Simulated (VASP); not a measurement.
**AlNi: single point with LDA**

Crystal: AlNi.

```
Ni Al
1.0
     2.90008    0.00000    0.00000
     0.00000    2.90008    0.00000
     0.00000    0.00000    2.90008
Ni Al
1 1
Direct
  0.50000 0.50000 0.50000
  0.00000 0.00000 0.00000
```

This cell differs from its parent crystal: volume scaled by 1.02.

```
Program             : VASP 6.6.1
Task                : single point
Functional          : LDA
Potentials or basis : VASP PAW LDA potentials, release 64 (Ni, Al)
Cutoff              : 520 eV
k mesh              : 9 × 9 × 9
Occupations         : fermi-dirac, width 0.05 eV
Spin                : collinear spin, ferromagnetic start
Starting moments    : [1.0, 0.0] μB
```

* Pressure: -11.1 GPa
* Net moment: 0.00 μB per cell
* Valence electrons inside the program's atomic spheres: Ni 9.46; Al 0.80

Levels at points of the mesh, in eV from the Fermi level:
Spin up:
| k point | band 2 | band 3 | band 4 | band 5 | band 6 | band 7 | band 8 | band 9 | band 10 | band 11 |
| --- | --- | --- | --- | --- | --- | --- | --- | --- | --- | --- |
| (0.00, 0.00, 0.00) | -3.15 | -3.15 | -1.53 | -1.53 | -1.53 | 5.40 | 5.40 | 5.40 | 8.17 | 8.17 |
Spin down:
```
           k point  band 4  band 5  band 6  band 7  band 8  band 9
(0.00, 0.00, 0.00)   -1.53   -1.53   -1.53    5.40    5.40    5.40
```

Run time: 32 s on 1 thread of Intel Xeon 6975P-C, with other jobs on the host, peak memory 0.15 GiB.
